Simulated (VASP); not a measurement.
Set up this calculation in VASP 6.6.1, as the native input.

| Item | Value |
| --- | --- |
| Task | single point |
| Functional | B3LYP |
| Potentials or basis | VASP PAW PBE potentials, release 64 (Ir) |
| Cutoff | 520 eV |
| k mesh | 6 × 6 × 3 |
| Occupations | fermi-dirac, width 0.05 eV |
| Spin | no spin polarisation |
| Dipole correction | no |
| Grid for exact exchange (PRECFOCK) | Normal |
| Further INCAR settings | ALGO = Normal; EDIFF = 1e-06; NBANDS = 16 |
| Share of exact exchange | 0.2 |

Crystal: Ir.

```
CELL_PARAMETERS angstrom
2.78508 0.00000 0.00000
-1.39254 2.41195 0.00000
0.00000 0.00000 4.38157
ATOMIC_POSITIONS crystal
Ir 0.33333 0.66667 0.25000
Ir 0.66667 0.33333 0.75000
```

This isn't the form of Ir at room conditions, which is fcc.

These files were run (other wordings do the same):

POSCAR

```
Ir
1.0
    2.7850757927      0.0000000000      0.0000000000
   -1.3925378964      2.4119463880      0.0000000000
    0.0000000000      0.0000000000      4.3815660710
Ir
2
Direct
    0.3333333333      0.6666666667      0.2500000000
    0.6666666667      0.3333333333      0.7500000000
```

INCAR.step1

```
ALGO     = Normal         # electronic algorithm
EDIFF    = 1E-5           # SCF threshold, eV
ENCUT    = 520            # plane-wave cutoff, eV
GGA      = PE             # functional
ISIF     = 2              # what is computed and relaxed
ISMEAR   = -1             # smearing method
LASPH    = T              # aspherical terms in the spheres
LCHARG   = F              # write CHGCAR
LREAL    = F              # projectors in reciprocal space
LWAVE    = T              # write WAVECAR
NBANDS   = 16             # bands
NELM     = 100            # most SCF steps
PREC     = Accurate       # precision mode
SIGMA    = 0.05           # smearing width, eV
```

INCAR.step2

```
AEXX     = 0.2            # exact-exchange fraction
AGGAC    = 0.81         
AGGAX    = 0.72         
ALDAC    = 0.19         
ALGO     = Normal         # electronic algorithm
EDIFF    = 1E-6           # SCF threshold, eV
ENCUT    = 520            # plane-wave cutoff, eV
GGA      = B3             # functional
ISIF     = 2              # what is computed and relaxed
ISMEAR   = -1             # smearing method
ISTART   = 1            
LASPH    = T              # aspherical terms in the spheres
LCHARG   = F              # write CHGCAR
LHFCALC  = T              # exact exchange
LREAL    = F              # projectors in reciprocal space
LWAVE    = F              # write WAVECAR
NBANDS   = 16             # bands
NELM     = 100            # most SCF steps
PREC     = Accurate       # precision mode
PRECFOCK = Normal       
SIGMA    = 0.05           # smearing width, eV
```

KPOINTS

```
k-points
0
Gamma
  6 6 3
```

Potentials or basis: VASP PAW PBE potentials, release 64 (Ir).

Launch:

```sh
$ cat potpaw_PBE.64/Ir/POTCAR > POTCAR
$ cp INCAR.step1 INCAR
$ mpirun -np 1 vasp_std > vasp.out
$ cp INCAR.step2 INCAR
$ mpirun -np 1 vasp_std > vasp.out
```

It gave:

The pressure is 3.6 GPa and the band gap on the k mesh is zero (bands 9 and 10 overlap by 4.11 eV).

Caveat: the k points lie up to 0.48 Å⁻¹ apart, too coarse for converged energies and pressures of a metal; the PAW data sets were made with another functional, which shifts forces and pressure a little; spin-orbit coupling is left out, which moves the levels of the heavy elements.

Wall time 15 min on 1 thread of AMD EPYC 7R13 Processor (Zen 3), with other jobs on the host, peak memory 0.15 GiB.
